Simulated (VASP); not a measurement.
Input of a VASP 6.6.1 run:

File INCAR:

```
SYSTEM = GaAs
ALGO = Normal ; EDIFF = 1E-7
ENCUT = 520 ; GGA = PE
ISIF = 2 ; ISMEAR = -1
LASPH = .True. ; LCHARG = .False.
LREAL = .False. ; LWAVE = .False.
NBANDS = 16 ; NELM = 60
PREC = Accurate ; SIGMA = 0.05
```

KPOINTS

```
k-points
0
Gamma
  11 11 11
  0 0 0
```

Contents of POSCAR:

```
GaAs
1.0
    0.0000000000      2.7691429914      2.7691429914
    2.7691429914      0.0000000000      2.7691429914
    2.7691429914      2.7691429914      0.0000000000
Ga As
1 1
Direct
    0.0000000000      0.0000000000      0.0000000000
    0.7500000000      0.7500000000      0.7500000000
```

Potentials or basis: VASP PAW PBE potentials, release 64 (Ga_d, As).

Run with:

```bash
$ cat potpaw_PBE.64/Ga_d/POTCAR potpaw_PBE.64/As/POTCAR > POTCAR
$ mpirun -np 1 vasp_std > vasp.out
```

Q: Predict the pressure.

A: 8.9 GPa.

Q: Estimate the band gap on the k mesh.

A: 1.00 eV, direct.

 A k mesh can miss the band edges.
